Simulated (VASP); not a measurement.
## Ir: relaxation of cell and atoms with PBEsol

Crystal: Ir.

```
CELL_PARAMETERS angstrom
0.00000 1.91560 1.91560
1.91560 0.00000 1.91560
1.91560 1.91560 0.00000
ATOMIC_POSITIONS crystal
Ir 0.00000 0.00000 0.00000
```

```
Program                : VASP 6.6.1
Task                   : relaxation of cell and atoms
Functional             : PBEsol
Potentials or basis    : VASP PAW PBE potentials, release 64 (Ir)
Cutoff                 : 600 eV
k mesh                 : 15 × 15 × 15
Occupations            : fermi-dirac, width 0.05 eV
Spin                   : no spin polarisation
Dipole correction      : no
Further INCAR settings : ALGO = Normal; EDIFF = 1e-07; IBRION = 2; EDIFFG = -0.01; NSW = 80; ISIF = 3
```

```json
{
  "Relaxed volume": "14.08 Å³/atom",
  "Relaxed cell": "a = 2.711 Å, b = 2.711 Å, c = 2.711 Å, α = 60.00°, β = 60.00°, γ = 60.00°",
  "Space group after relaxing (to 0.05 Å)": "Fm-3m (No. 225)",
  "Energy gained by relaxing": "0.1 meV/atom",
  "Ionic steps": "3",
  "Pressure after relaxing": "0.0 GPa"
}
```

Final structure:
```yaml
crystal:
  lattice:
    - [0.00000, 1.91674, 1.91674]
    - [1.91674, 0.00000, 1.91674]
    - [1.91674, 1.91674, 0.00000]
  atoms:
    - { symbol: Ir, position: [0.00000, 0.00000, 0.00000] }
```

Levels at points of the mesh, in eV from the Fermi level:
```
           k point  band 2  band 3  band 4  band 5  band 6  band 7
(0.00, 0.00, 0.00)   -3.99   -3.99   -3.99   -1.25   -1.25   14.26
```

Run time: 38 s on 1 thread of AMD EPYC 9R45 (Zen 5) (shared host), peak memory 0.12 GiB.

Caveat: the PAW data sets were made with another functional, which shifts forces and pressure a little; spin-orbit coupling is left out, which moves the levels of the heavy elements.
